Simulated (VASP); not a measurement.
# CuGe4: single point with PBE+D3(BJ)

CuGe4, a slab with vacuum:

```
Ge Cu
1.0
     4.03036    0.00000    0.00000
    -2.01518    3.49039    0.00000
     0.00000    0.00000   21.59841
Ge Cu
4 1
Direct
  0.33333 0.66667 0.18520
  0.00000 0.00000 0.22329
  0.00000 0.00000 0.34431
  0.66667 0.33333 0.37958
  0.88889 0.77778 0.50922
```

| Quantity | Value |
| --- | --- |
| Program | VASP 6.6.1 |
| Task | single point |
| Functional | PBE |
| Dispersion | D3(BJ) |
| Potentials or basis | VASP PAW PBE potentials, release 64 (Ge_d, Cu) |
| Cutoff | 520 eV |
| k mesh | 9 × 9 × 1 |
| Occupations | gaussian, width 0.1 eV |
| Spin | no spin polarisation |
| Dipole correction | yes |
| Further INCAR settings | ALGO = Normal; EDIFF = 1e-06; NBANDS = 42 |

```yaml
Largest_force: 0.915 eV/Å
Band_gap_on_the_k_mesh: zero (an odd number of electrons rules out a gap without spin polarisation)
Dispersion_energy_per_atom: -0.239 eV
```

Forces on the atoms (eV/Å):
```
Ge   0.000 -0.073  0.174
Ge   0.000  0.077 -0.028
Ge   0.000 -0.002 -0.175
Ge   0.000  0.298  0.866
Cu   0.000 -0.300 -0.837
```

Levels at points of the mesh, in eV from the Fermi level:
```
           k point  band 29  band 30  band 31  band 32  band 33  band 34  band 35  band 36  band 37  band 38
(0.00, 0.00, 0.00)    -1.00    -0.97    -0.58    -0.54     0.02     0.04     0.68     1.15     1.74     3.65
```

Run time: 6.9 min on 1 thread of AMD EPYC 9R45 96-Core Processor (Zen 5) (shared host), peak memory 0.52 GiB.
